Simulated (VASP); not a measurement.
# SiC (Cm) in VASP: further runs

Runs on SiC. Level: r2SCAN. Tasks: single point.

All numbers are computed with VASP 6.6.1; they aren't measurements. Logs are shortened: lines on timing, memory, paths and dates and some standing lists are left out, and cuts for length are marked.

## (1) The cell of the first run

It takes space group Cm (No. 8, monoclinic). Conventional cell: a = 5.325 Å, b = 3.075 Å, c = 3.075 Å, α = 90.00°, β = 125.26°, γ = 90.00°. Within 2.0 Å of Si (site symmetry m) lie 3 C at 1.50 to 1.95 Å. C (site symmetry m) has 3 Si at 1.50 to 1.95 Å within 2.0 Å.

## (2) Single point, r2SCAN

File POSCAR:

```
SiC
1.0
    0.0000000000      2.1740000000      2.1740000000
    2.1740000000      0.0000000000      2.1740000000
    2.1740000000      2.1740000000      0.0000000000
Si C
1 1
Direct
    0.1626280546      0.0000000000      0.0000000000
    0.7500000000      0.7500000000      0.7500000000
```

File INCAR.step1:

```
ALGO = Normal
EDIFF = 1E-4
ENCUT = 520
GGA = PE
ISMEAR = 0
LASPH = True
LCHARG = False
LREAL = False
LWAVE = True
NBANDS = 11
NELM = 80
PREC = Accurate
SIGMA = 0.05
```

File INCAR.step2:

```
ALGO = Normal
EDIFF = 1E-7
ENCUT = 520
ISIF = 2
ISMEAR = 0
ISTART = 1
LASPH = True
LCHARG = False
LMIXTAU = True
LREAL = False
LWAVE = False
METAGGA = R2SCAN
NBANDS = 11
NELM = 80
PREC = Accurate
SIGMA = 0.05
```

File KPOINTS:

```
k-points
0
Gamma
  12 12 12
```

Potentials or basis: VASP PAW PBE potentials, release 64 (Si, C).

Command:

```console
$ cat potpaw_PBE.64/Si/POTCAR potpaw_PBE.64/C/POTCAR > POTCAR
$ cp INCAR.step1 INCAR
$ mpirun -np 1 vasp_std > vasp.out
$ cp INCAR.step2 INCAR
$ mpirun -np 1 vasp_std > vasp.out
```

OUTCAR:

```text
EDIFF = 1E-7
   ENCUT = 520
   ISIF = 2
   ISMEAR = 0
   ISTART = 1
   LASPH = True
   LREAL = False
   METAGGA = R2SCAN
   NELM = 80
   PREC = Accurate

 ion  position               nearest neighbor table
   1  0.163  0.000  0.000-   2 1.50   2 1.95   2 1.95   2 2.31
   2  0.750  0.750  0.750-   1 1.50   1 1.95   1 1.95   1 2.31

  LATTYP: Found a face centered cubic cell.
 ALAT       =     4.3480000000

  Lattice vectors:

 A1 = (   0.0000000000,   2.1740000000,   2.1740000000)
 A2 = (   2.1740000000,   0.0000000000,   2.1740000000)
 A3 = (   2.1740000000,   2.1740000000,   0.0000000000)

Analysis of symmetry for initial positions (statically):
=====================================================================
 Subroutine PRICEL returns:
 Original cell was already a primitive cell.

 Routine SETGRP: Setting up the symmetry group for a
 face centered cubic supercell.

 Subroutine GETGRP returns: Found  2 space group operations
 (whereof  2 operations were pure point group operations)
 out of a pool of 48 trial point group operations.

The static configuration has the point symmetry C_1h.

Analysis of symmetry for dynamics (positions and initial velocities):
=====================================================================
 Subroutine PRICEL returns:
 Original cell was already a primitive cell.

 Routine SETGRP: Setting up the symmetry group for a
 face centered cubic supercell.

 Subroutine GETGRP returns: Found  2 space group operations
 (whereof  2 operations were pure point group operations)
 out of a pool of 48 trial point group operations.

The dynamic configuration has the point symmetry C_1h.

 Subroutine INISYM returns: Found  2 space group operations
 (whereof  2 operations are pure point group operations),
 and found     1 'primitive' translations

----------------------------------------------------------------------------------------

                                     Primitive cell

  volume of cell :      20.5498

  direct lattice vectors                    reciprocal lattice vectors
     0.000000000  2.174000000  2.174000000    -0.229990800  0.229990800  0.229990800
     2.174000000  0.000000000  2.174000000     0.229990800 -0.229990800  0.229990800
     2.174000000  2.174000000  0.000000000     0.229990800  0.229990800 -0.229990800

  length of vectors
     3.074500285  3.074500285  3.074500285     0.398355752  0.398355752  0.398355752

  position of ions in fractional coordinates (direct lattice)
     0.162628055  0.000000000  0.000000000
     0.750000000  0.750000000  0.750000000

  ion indices of the primitive-cell ions
   primitive index   ion index
                 1           1
                 2           2

----------------------------------------------------------------------------------------

 KPOINTS: k-points

Automatic generation of k-mesh.
 Grid dimensions read from file:
 generate k-points for:   12   12   12

 Generating k-lattice:

  Cartesian coordinates                     Fractional coordinates (reciprocal lattice)
    -0.019165900  0.019165900  0.019165900     0.083333333  0.000000000  0.000000000
     0.019165900 -0.019165900  0.019165900     0.000000000  0.083333333  0.000000000
     0.019165900  0.019165900 -0.019165900     0.000000000  0.000000000  0.083333333

  Length of vectors
     0.033196313  0.033196313  0.033196313

  Shift w.r.t. Gamma in fractional coordinates (k-lattice)
     0.000000000  0.000000000  0.000000000

 Subroutine IBZKPT returns following result:
 ===========================================

 Found    476 irreducible k-points:

 Following reciprocal coordinates:
            Coordinates               Weight
  0.000000  0.000000  0.000000      1.000000
  0.083333  0.000000  0.000000      2.000000
  0.000000  0.083333  0.000000      4.000000
  0.083333  0.083333  0.083333      2.000000
  0.166667  0.000000  0.000000      2.000000
  0.000000  0.166667  0.000000      4.000000
[... 16 lines left out ...]
  0.000000  0.166667  0.083333      4.000000
  0.083333  0.000000  0.166667      4.000000
 [... further k-points ...]
   k-points           NKPTS =    476   k-points in BZ     NKDIM =    476   number of bands    NBANDS=     11
   number of dos      NEDOS =    301   number of ions     NIONS =      2
   total plane-waves  NPLWV =  13824
   dimension x,y,z NGX =    24 NGY =   24 NGZ =   24
   dimension x,y,z NGXF=    48 NGYF=   48 NGZF=   48
   ions per type =               1   1
   NGX,Y,Z   is equivalent  to a cutoff of  12.98, 12.98, 12.98 a.u.
   NGXF,Y,Z  is equivalent  to a cutoff of  25.95, 25.95, 25.95 a.u.
 SYSTEM =  unknown system
   PREC   = accura    normal or accurate (medium, high low for compatibility)
   ISTART =      1    job   : 0-new  1-cont  2-samecut
   ICHARG =      0    charge: 1-file 2-atom 10-const
   ISPIN  =      1    spin polarized calculation?
   LNONCOLLINEAR =      F non collinear calculations
   LSORBIT =      F    spin-orbit coupling
   LASPH  =      T    aspherical Exc in radial PAW
   ENCUT  =  520.0 eV  38.22 Ry    6.18 a.u.   5.72  5.72  5.72*2*pi/ulx,y,z
   NELM   =     80;   NELMIN=  2; NELMDL=  0     # of ELM steps
   EDIFF  = 0.1E-06   stopping-criterion for ELM
   LREAL  =      F    real-space projection
   EDIFFG = 0.1E-05   stopping-criterion for IOM
   NSW    =      0    number of steps for IOM
   IBRION =     -1    ionic relax: 0-MD 1-quasi-New 2-CG
   NFREE  =      0    steps in history (QN), initial steepest desc. (CG)
   ISIF   =      2    stress and relaxation
   ISYM   =      2    0-nonsym 1-usesym 2-fastsym
   POTIM  = 0.5000    time-step for ionic-motion
   TEBEG  =    0.0;   TEEND  =   0.0 temperature during run
   PSTRESS=    0.0 pullay stress
   NELECT =       8.0000    total number of electrons
   NUPDOWN=      -1.0000    fix difference up-down
   EMIN   =  10.00;   EMAX   =-10.00  energy-range for DOS
   EFERMI =   0.00;   METHOD = LEGACY
   ISMEAR =     0;   SIGMA  =   0.05  broadening in eV -4-tet -1-fermi 0-gaus
   EFERMI_NEDOS =   21; number of points for ismear=-14 and -15
   IALGO  =     38    algorithm
   IMIX   =      4    mixing-type and parameters
     AMIX     =   0.40;   BMIX     =  1.00
     AMIX_MAG =   1.60;   BMIX_MAG =  1.00
  volume/ion in A,a.u.               =      10.27        69.34
  Fermi-wavevector in a.u.,A,eV,Ry     =   1.195369  2.258920 19.441458  1.428907
  Thomas-Fermi vector in A             =   2.331336
   LORBIT       =      0    0 simple, 1 ext, 2 COOP (PROOUT), +10 PAW based schemes
   METAGGA = R2SCAN    functional components
   LHFCALC =     F    Hartree Fock is set to
   AEXX    =    0.0000 exact exchange contribution
   IVDW    =     0    specifies the selected vdW correction
   LEPSILON=     F    determine dielectric tensor
   LRPA    =     F    only Hartree local field effects (RPA)
 non-spin polarized calculation
 Gauss-broadening in eV      SIGMA  =   0.05
  energy-cutoff  :      520.00
  volume of cell :       20.55
 maximum number of plane-waves:       568
   NGX = 11   NGY = 11   NGZ = 11

 number of electron       8.0000001 magnetization

 Free energy of the ion-electron system (eV)
  ---------------------------------------------------
  ext. energy  EPLUGINS =         0.00000000
  ---------------------------------------------------
  free energy    TOTEN  =       -16.61593558 eV

  energy without entropy =      -16.61578420  energy(sigma->0) =      -16.61585989

 E-fermi :   9.2522     XC(G=0): -11.9533

 val. band max:        9.2323691789   @ k =  -0.0833   0.0833   0.0000
 cond. band min:       9.2705832363   @ k =   0.5000   0.5000   0.0000
 fundamental gap:      0.0382140574
 Fermi energy:         9.2522022568

 k-point     1 :       0.0000    0.0000    0.0000
  band No.  band energies     occupation
      1      -8.3112      2.00000
      2       5.6966      2.00000
      3       8.0513      2.00000
      4       9.2959      0.21613
      5      13.9737      0.00000
      6      15.4428      0.00000
      7      16.6006      0.00000
      8      17.4670      0.00000
      9      22.8034      0.00000
     10      23.1679      0.00000
     11      23.5352      0.00000

 k-point     2 :       0.0833    0.0000    0.0000
  band No.  band energies     occupation
      1      -8.1686      2.00000
      2       5.2268      2.00000
      3       7.9178      2.00000
      4       9.1596      1.99116
      5      14.2209      0.00000
      6      15.8166      0.00000
      7      16.2706      0.00000
      8      17.7026      0.00000
      9      21.7063      0.00000
     10      22.3399      0.00000
     11      24.6379      0.00000

 k-point     3 :       0.0000    0.0833    0.0000
  band No.  band energies     occupation
      1      -8.1729      2.00000
      2       5.4788      2.00000
      3       7.5840      2.00000
      4       9.1940      1.90037
      5      14.1139      0.00000
      6      15.3570      0.00000
      7      16.4179      0.00000
      8      18.1110      0.00000
      9      22.1998      0.00000
     10      22.6332      0.00000
     11      24.1304      0.00000

 k-point     4 :       0.0833    0.0833    0.0833
  band No.  band energies     occupation
      1      -8.1769      2.00000
      2       5.6027      2.00000
      3       7.9892      2.00000
      4       8.4530      2.00000
      5      14.4048      0.00000
      6      15.4243      0.00000
      7      16.3995      0.00000
      8      17.7781      0.00000
      9      22.6151      0.00000
     10      22.9125      0.00000
     11      23.5861      0.00000
[... 239 lines left out ...]
 k-point    22 :       0.1667    0.0833    0.0000
  band No.  band energies     occupation
      1      -7.7980      2.00000
      2       4.4572      2.00000
      3       7.4975      2.00000
      4       8.4391      2.00000
      5      14.6537      0.00000
      6      15.2551      0.00000
      7      17.1025      0.00000
      8      18.1137      0.00000
      9      20.3523      0.00000
     10      22.3327      0.00000
     11      25.7152      0.00000

 k-point    23 :       0.0000    0.1667    0.0833
  band No.  band energies     occupation
      1      -7.8074      2.00000
      2       4.7839      2.00000
      3       7.0099      2.00000
      4       8.6630      2.00000
      5      14.3386      0.00000
      6      15.1928      0.00000
      7      16.4530      0.00000
      8      18.4674      0.00000
      9      20.8999      0.00000
     10      23.3716      0.00000
     11      24.9072      0.00000

 k-point    24 :       0.0833    0.0000    0.1667
  band No.  band energies     occupation
      1      -7.8116      2.00000
      2       5.0709      2.00000
      3       6.7301      2.00000
      4       8.4903      2.00000
      5      14.0696      0.00000
      6      15.2181      0.00000
      7      16.8560      0.00000
      8      18.6681      0.00000
      9      21.0058      0.00000
     10      23.4358      0.00000
     11      25.0240      0.00000

 [... further k-points ...]

------------------------ aborting loop because EDIFF is reached ----------------------------------------

  FORCE on cell =-STRESS in cart. coord.  units (eV):
  Direction    XX          YY          ZZ          XY          YZ          ZX
  --------------------------------------------------------------------------------------
  -------------------------------------------------------------------------------------
  Total        8.1912052      2.8250275      2.8250275     -4.6255563      4.1940846     -4.6255597
  in kB      638.6306722    220.2544256    220.2544256   -360.6333920    326.9935253   -360.6336597
  external PRESSURE =     359.7131745 kB  Pullay stress =       0.0000000 kB

 VOLUME and BASIS-vectors are now :
 -----------------------------------------------------------------------------
  energy-cutoff  :      520.00
  volume of cell :       20.55
      direct lattice vectors                 reciprocal lattice vectors
     0.000000000  2.174000000  2.174000000    -0.229990800  0.229990800  0.229990800
     2.174000000  0.000000000  2.174000000     0.229990800 -0.229990800  0.229990800
     2.174000000  2.174000000  0.000000000     0.229990800  0.229990800 -0.229990800

 POSITION                                       TOTAL-FORCE (eV/Angst)
 -----------------------------------------------------------------------------------
      0.00000      0.35355      0.35355         9.797082     -8.242287     -8.242287
      3.26100      3.26100      3.26100        -9.797082      8.242287      8.242287
 -----------------------------------------------------------------------------------
    total drift:                                0.000123      0.000084      0.000084

  FREE ENERGIE OF THE ION-ELECTRON SYSTEM (eV)
  ---------------------------------------------------
  free  energy   TOTEN  =       -16.6159355790 eV

  energy  without entropy=      -16.6157841990  energy(sigma->0) =      -16.61585989
```

It took 1.7 min on 1 thread of Intel Xeon 6975P-C (Granite Rapids), shared host; peak memory 0.21 GiB.

What came out:

```
Free energy            : -16.6159 eV
Pressure               : 36.0 GPa
Largest force          : 15.227 eV/Å
Band gap on the k mesh : zero (band 4 reaches 9.30 eV, above the bottom of band 5 at 8.97 eV)
```

Forces in eV/Å, atoms in the order of the input:
```
Si   9.797 -8.242 -8.242
C   -9.797  8.242  8.242
```

Caveat: the cell differs from its parent crystal (all Si atoms moved -0.500 Å, as atom 1 towards its neighbour atom 1 (Si) at 3.075 Å); the PAW data sets were made with another functional, which shifts forces and pressure a little.

## (3) Single point, r2SCAN

POSCAR: that of step 2 with these lines changed.

```diff
@@ -8,3 +8,3 @@
 Direct
-    0.1626280546      0.0000000000      0.0000000000
+    0.0813140273      0.0000000000      0.0000000000
     0.7500000000      0.7500000000      0.7500000000
```

File INCAR.step1:

```
PREC = Accurate
ENCUT = 520
ISMEAR = 0
SIGMA = 0.05
LREAL = False
LASPH = True
NELM = 80
NBANDS = 11
GGA = PE
ALGO = Normal
EDIFF = 1E-4
LWAVE = True
LCHARG = False
```

File INCAR.step2:

```
PREC = Accurate
ENCUT = 520
EDIFF = 1E-7
ISMEAR = 0
SIGMA = 0.05
LREAL = False
LASPH = True
NELM = 80
ALGO = Normal
ISIF = 2
LWAVE = False
LCHARG = False
METAGGA = R2SCAN
LMIXTAU = True
NBANDS = 11
ISTART = 1
```

File KPOINTS:

```
Automatic mesh
0
Gamma
  12 12 12
```

Potentials or basis: VASP PAW PBE potentials, release 64 (Si, C).

Command:

```console
$ cat potpaw_PBE.64/Si/POTCAR potpaw_PBE.64/C/POTCAR > POTCAR
$ cp INCAR.step1 INCAR
$ mpirun -np 1 vasp_std > vasp.out
$ cp INCAR.step2 INCAR
$ mpirun -np 1 vasp_std > vasp.out
```

Wall time 94 s (1 thread of Intel Xeon 6975P-C (Granite Rapids), shared host); peak memory 0.22 GiB.

The run converged. Its results:

```
Free energy            : -18.6895 eV
Pressure               : 9.1 GPa
Largest force          : 5.684 eV/Å
Band gap on the k mesh : 0.52 eV, indirect (least direct gap 4.49 eV)
```

Forces on the atoms (eV/Å):
```
Si   2.266 -3.686 -3.686
C   -2.266  3.686  3.686
```

Stress tensor (GPa, compression positive):
```
 13.78 -12.70 -12.70
-12.70   6.72   9.26
-12.70   9.26   6.72
```

Levels at points of the mesh, in eV from the valence-band top:
```
           k point  band 1  band 2  band 3  band 4  band 5  band 6  band 7  band 8  band 9
(0.00, 0.00, 0.00)  -17.28   -2.31   -0.98    0.00    5.61    6.73    6.78    7.61   14.15
(0.50, 0.00, 0.00)  -13.38  -10.56   -2.27   -1.32    4.88    6.53    7.75    9.69   15.59
(0.00, 0.50, 0.00)  -13.68   -9.85   -3.01   -1.14    4.62    5.79    7.83    9.94   15.84
(0.50, 0.50, 0.50)  -13.90   -9.22   -3.09   -1.88    4.99    5.76    7.15    9.88   15.98
(0.50, 0.50, 0.00)  -12.26   -9.06   -4.76   -3.91    0.58    3.71   13.92   14.41   14.79
(0.00, 0.50, 0.50)  -12.23   -9.21   -4.34   -4.03    0.52    3.52   13.87   14.41   15.10
```

Caveat: the cell differs from its parent crystal (all Si atoms moved -0.250 Å, as atom 1 towards its neighbour atom 1 (Si) at 3.075 Å); the PAW data sets were made with another functional, which shifts forces and pressure a little. A k mesh can miss the band edges.

[end of part 1 of 3]
